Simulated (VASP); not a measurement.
Pt: single point with PBE

Crystal: Pt.

```
Pt
1.0
     2.60809    0.00000    0.00000
     0.00000    2.60809    0.00000
     0.00000    0.00000    2.60809
Pt
1
Cartesian
  0.0000 0.0000 0.0000
```

This isn't the form of Pt at room conditions, which is fcc.

| Quantity | Value |
| --- | --- |
| Program | VASP 6.6.1 |
| Task | single point |
| Functional | PBE |
| Potentials or basis | VASP PAW PBE potentials, release 64 (Pt) |
| Cutoff | 520 eV |
| k mesh | 41 × 41 × 41 |
| Occupations | fermi-dirac, width 0.0612256 eV |
| Spin | no spin polarisation |
| Dipole correction | no |
| Further INCAR settings | ALGO = Normal; EDIFF = 1e-06; NBANDS = 11 |

```
Pressure               : 3.2 GPa
Band gap on the k mesh : zero (bands 5 and 6 overlap by 3.20 eV)
```

Levels at points of the mesh, in eV from the Fermi level:
```csv
k point,band 2,band 3,band 4,band 5,band 6,band 7,band 8,band 9
"(0.00, 0.00, 0.00)",-5.77,-5.77,0.31,0.31,0.31,15.28,15.28,15.28
```

Run time: 80 s on 1 thread of Intel(R) Xeon(R) 6975P-C (Granite Rapids) (shared host), peak memory 0.42 GiB.

Caveat: the cell stands under pressure; spin-orbit coupling is left out, which moves the levels of the heavy elements.
